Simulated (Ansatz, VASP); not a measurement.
## CsSnI3: VASP beside Ansatz

```
Cs Sn I
1.0
     6.13407    0.00000    0.00000
     0.00000    6.13407    0.00000
     0.00000    0.00000    6.13407
Cs Sn I
1 1 3
Direct
  0.00000 0.00000 0.00000
  0.50000 0.50000 0.50000
  0.00000 0.50000 0.50000
  0.50000 0.00000 0.50000
  0.50000 0.50000 0.00000
```

Alike in both runs: functional PBEsol; k mesh 6 × 6 × 6; occupations gaussian, width 0.01 eV; no spin polarisation.

Ansatz relaxed the structure, and its values are those at the end. VASP's run is a single point on that final structure, the one shown.

|  | VASP | Ansatz |
| --- | --- | --- |
| version | VASP 6.6.1 | Ansatz 0.2.0 |
| potentials or method | VASP PAW PBE potentials, release 64 (Cs_sv, Sn_d, I), cutoff 520 eV | scalar-relativistic, plane waves, PAW |
| valence electrons in the cell | 44 | 74 |

```tsv
	VASP	Ansatz	Ansatz less VASP
gap on the k mesh at the Fermi level (eV)	0.10	0.11	+0.009
least direct gap on the mesh (eV)	0.10	0.11	+0.009
pressure (GPa)	0.0	0.0	-0.01
```

VASP's potentials were made for PBE, not for PBEsol. VASP's potentials hold 44 valence electrons a cell and Ansatz's 74, so a difference there can come from the potentials and not from the codes.

Neither program's run includes spin-orbit coupling.
